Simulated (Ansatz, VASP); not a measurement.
# CdF2 in VASP and in Ansatz

The input POSCAR:

```
CdF2
1.0
   -0.0673544420      2.6941776810      2.6941776810
    2.6941776810     -0.0673544420      2.6941776810
    2.6268232390      2.6268232390      0.0000000000
Cd F
1 2
Direct
    0.0000000000      0.0000000000      0.0000000000
    0.2528278932      0.2528278932      0.2471721068
    0.7471721068      0.7471721068      0.7528278932
```

File INCAR.step1:

```
PREC = Accurate ; ENCUT = 660
ISMEAR = 0 ; SIGMA = 0.01
LREAL = F ; LASPH = T
NELM = 120 ; NBANDS = 24
GGA = PE ; ALGO = Normal
EDIFF = 1E-5 ; LWAVE = T
LCHARG = F ; GGA_COMPAT = F
```

Contents of INCAR.step2:

```
PREC = Accurate ; ENCUT = 660
EDIFF = 1E-6 ; ISMEAR = 0
SIGMA = 0.01 ; LREAL = F
LASPH = T ; NELM = 120
ALGO = Normal ; ISIF = 2
LWAVE = F ; LCHARG = F
METAGGA = R2SCAN ; LMIXTAU = T
NBANDS = 24 ; ISTART = 1
GGA_COMPAT = F
```

Contents of KPOINTS:

```
Automatic mesh
0
Gamma
  8 8 8
```

Input for Ansatz:

```yaml
crystal:
  lattice:
    - [-0.067354442, 2.694177681, 2.694177681]
    - [2.694177681, -0.067354442, 2.694177681]
    - [2.626823239, 2.626823239, 0.0]
  atoms:
    - { symbol: Cd, position: [0.0, 0.0, 0.0] }
    - { symbol: F, position: [0.2528278932, 0.2528278932, 0.2471721068] }
    - { symbol: F, position: [0.7471721068, 0.7471721068, 0.7528278932] }
kpoints:
  mp_grid: { grid: [8, 8, 8] }
  band_path:
    path:
      - [0.0, 0.0, 0.0]
      - [0.5, 0.0, 0.5]
      - [0.625, 0.25, 0.625]
      - [0.375, 0.375, 0.75]
      - [0.5, 0.5, 0.5]
      - [0.5, 0.25, 0.75]
      - [0.25, -0.489583, -0.239583]
    npoints: 1
hamiltonian:
  xc: r2scan
scf:
  occupations: { method: fixed }
  n_extra_bands: 4
output:
  forces: true
  stress: true
  eigenvalues: true
```

Change from the starting cell: shear_xy strain -5.0%.

Alike in both runs: task single point; functional r2SCAN; k mesh 8 × 8 × 8; no spin polarisation.

|  | VASP | Ansatz |
| --- | --- | --- |
| version | VASP 6.6.1 | Ansatz 0.2.0 |
| potentials or method | VASP PAW PBE potentials, release 64 (Cd_sv_GW, F) | plane waves, PAW |
| plane-wave cutoff (eV) | 660 | 500 |
| occupations | gaussian, width 0.01 eV | fixed |
| valence electrons in the cell | 34 | 34 |

```tsv
	VASP	Ansatz	Ansatz less VASP
gap on the k mesh at the Fermi level (eV)	3.79	3.79	+0.008
pressure (GPa)	-0.4	0.2	+0.54
traceless stress, the component that is largest in VASP (GPa)	1.23	1.21	-0.025
```

VASP's potentials were made for PBE, not for r2SCAN.
